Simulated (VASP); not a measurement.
Write the native input for VASP 6.6.1 that does the following.

| Property | Result |
| --- | --- |
| Task | single point |
| Functional | PBEsol |
| Dispersion | D3(BJ) |
| Potentials or basis | VASP PAW PBE potentials, release 64 (Sn_d, S) |
| Cutoff | 500 eV |
| k mesh | 8 × 8 × 4 |
| Occupations | gaussian, width 0.05 eV |
| Spin | no spin polarisation |
| Dipole correction | no |
| Further INCAR settings | ALGO = Normal; EDIFF = 1e-06; NBANDS = 20 |

The structure of SnS2 lies in POSCAR:

```
SnS2
1.0
    3.6185042009      0.0000000000      0.0000000000
   -1.8092521004      3.1337165617      0.0000000000
    0.0000000000      0.0000000000      5.4783353173
Sn S
1 2
Direct
    0.0000000000      0.0000000000      0.0000000000
    0.3333333333      0.6666666667      0.2688780294
    0.6666666667      0.3333333333      0.7311219706
```

The input as run:

INCAR

```
ALGO     = Normal         # electronic algorithm
EDIFF    = 1E-6           # SCF threshold, eV
ENCUT    = 500            # plane-wave cutoff, eV
GGA      = PS             # functional
GGA_COMPAT= False        
ISIF     = 2              # what is computed and relaxed
ISMEAR   = 0              # smearing method
IVDW     = 12             # dispersion correction
LASPH    = True           # aspherical terms in the spheres
LCHARG   = False          # write CHGCAR
LREAL    = False          # projectors in reciprocal space
LWAVE    = False          # write WAVECAR
NBANDS   = 20             # bands
NELM     = 120            # most SCF steps
PREC     = Accurate       # precision mode
SIGMA    = 0.05           # smearing width, eV
```

KPOINTS

```
k-points
0
Gamma
  8 8 4
```

Potentials or basis: VASP PAW PBE potentials, release 64 (Sn_d, S).

Launch:

```console
$ cat potpaw_PBE.64/Sn_d/POTCAR potpaw_PBE.64/S/POTCAR > POTCAR
$ mpirun -np 1 vasp_std > vasp.out
```

It gave:

| Item | Value |
| --- | --- |
| Pressure | 0.7 GPa |
| Largest force | 0.010 eV/Å |
| Band gap on the k mesh | 1.03 eV (least direct gap 1.54 eV) |
| Dispersion energy per atom | -0.313 eV |

Caveat: the PAW data sets were made with another functional, which shifts forces and pressure a little; spin-orbit coupling is left out, which moves the levels of the heavy elements.

Run time: 20 s on 1 thread of AMD EPYC 9R45 96-Core Processor (Zen 5) (shared host), peak memory 0.18 GiB.
